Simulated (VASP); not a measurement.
Here is a VASP 6.6.1 calculation.

File INCAR:

```
  PREC = Accurate
  ENCUT = 520
  EDIFF = 1E-7
  ISMEAR = 0
  SIGMA = 0.1
  LREAL = False
  LASPH = True
  NELM = 150
  ALGO = Normal
  ISIF = 2
  LWAVE = False
  LCHARG = True
  ISPIN = 2
  MAGMOM = 0 1 0
  LORBIT = 11
  LMAXMIX = 4
  GGA = PE
  LELF = True
  LVHAR = True
  NBANDS = 26
```

Contents of KPOINTS:

```
regular mesh
0
Gamma
  6 6 6
```

File POSCAR:

```
InCuO
1.0
    4.0813805300      0.0000000000      0.0000000000
   -2.0406902600      3.5345792200      0.0000000000
    0.0000000000      0.0000000000      3.2991580700
In Cu O
1 1 1
Direct
    0.0000000000      0.0000000000      0.0000000000
    0.6666666700      0.3333333300      0.5000000000
    0.3333333300      0.6666666700      0.5000000000
```

Potentials or basis: VASP PAW PBE potentials, release 64 (In_d, Cu, O).

Run with:

```bash
$ cat potpaw_PBE.64/In_d/POTCAR potpaw_PBE.64/Cu/POTCAR potpaw_PBE.64/O/POTCAR > POTCAR
$ mpirun -np 1 vasp_std > vasp.out
```

**Question.** What does it give for the net moment?

**Answer.** 0.00 μB per cell.

**Question.** What does it give for the pressure?

**Answer.** -8.9 GPa.

**Question.** What does it give for the band gap on the k mesh?

**Answer.** Zero (filled and empty bands overlap).

Stress tensor (GPa, compression positive):
```
-13.72   0.00   0.00
  0.00 -13.72   0.00
  0.00   0.00   0.74
```

Caveat: the cell stands under tension; spin-orbit coupling is left out, which moves the levels of the heavy elements. With open d or f shells a metallic result of PBE can be an artefact of self-interaction; +U or a hybrid may open a gap.
